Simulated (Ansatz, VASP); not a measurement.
**CdTe in VASP and in Ansatz**

The input INCAR:

```
PREC = Accurate
ENCUT = 520
EDIFF = 1E-8
ISMEAR = -1
SIGMA = 0.05
LREAL = False
LASPH = True
NELM = 60
ALGO = Normal
ISIF = 2
LWAVE = False
LCHARG = False
GGA = PS
LEFG = True
NBANDS = 26
```

KPOINTS

```
Automatic mesh
0
Gamma
  9 9 6
```

The input POSCAR:

```
CdTe
1.0
    3.1056284021     -3.1353322095      0.0000000000
    3.1056284021      3.1353322095      0.0000000000
    0.0000000000      0.0000000000      6.1708013492
Cd Te
2 2
Direct
    0.2770300000      0.7229700000      0.7500000000
    0.7229700000      0.2770300000      0.2500000000
    0.7661370000      0.2338630000      0.7500000000
    0.2338630000      0.7661370000      0.2500000000
```

Input for Ansatz:

```yaml
crystal:
  lattice:
    - [3.1056284021, -3.1353322095, 0.0]
    - [3.1056284021, 3.1353322095, 0.0]
    - [0.0, 0.0, 6.1708013492]
  atoms:
    - { symbol: Cd, position: [0.27703, 0.72297, 0.75] }
    - { symbol: Cd, position: [0.72297, 0.27703, 0.25] }
    - { symbol: Te, position: [0.766137, 0.233863, 0.75] }
    - { symbol: Te, position: [0.233863, 0.766137, 0.25] }
kpoints:
  mp_grid: { grid: [9, 9, 6] }
scf:
  occupations: { method: fermi_dirac, width: 0.05 }
hamiltonian:
  xc: pbesol
  pseudopotentials: { kind: all_electron, datasets: crystal }
output:
  forces: true
  stress: true
  eigenvalues: true
  efg: { contact_densities: true }
```

Change from the starting cell: volume scaled by 1.04, crystal datasets.

Alike in both runs: task electric field gradients; functional PBEsol; k mesh 9 × 9 × 6; occupations fermi-dirac, width 0.05 eV; no spin polarisation.

```csv
,VASP,Ansatz
version,VASP 6.6.1,Ansatz 0.2.0
potentials or method,"VASP PAW PBE potentials, release 64 (Cd, Te), cutoff 520 eV","all-electron PAW with datasets made for the crystal, scalar-relativistic"
```

Ansatz gave:

| Item | Value |
| --- | --- |
| pressure (GPa) | -4.6 |
| traceless stress, the component that is largest in VASP (GPa) | 0.17 |
| rms of the force components (eV/Å) | 0.039 |
| size of Vzz on the site where it differs most (V/Å²) | 9.5 |

Question: Estimate VASP's values.

Answer: Pressure (GPa): -4.5; traceless stress, the component that is largest in VASP (GPa): 0.18; rms of the force components (eV/Å): 0.036; size of Vzz on the site where it differs most (V/Å²): 8.7.

VASP's potentials were made for PBE, not for PBEsol. Atom by atom the forces differ by 0.003 eV/Å (rms over components). Ansatz ran all-electron here, and VASP with PAW potentials.

Spin-orbit coupling is off throughout.
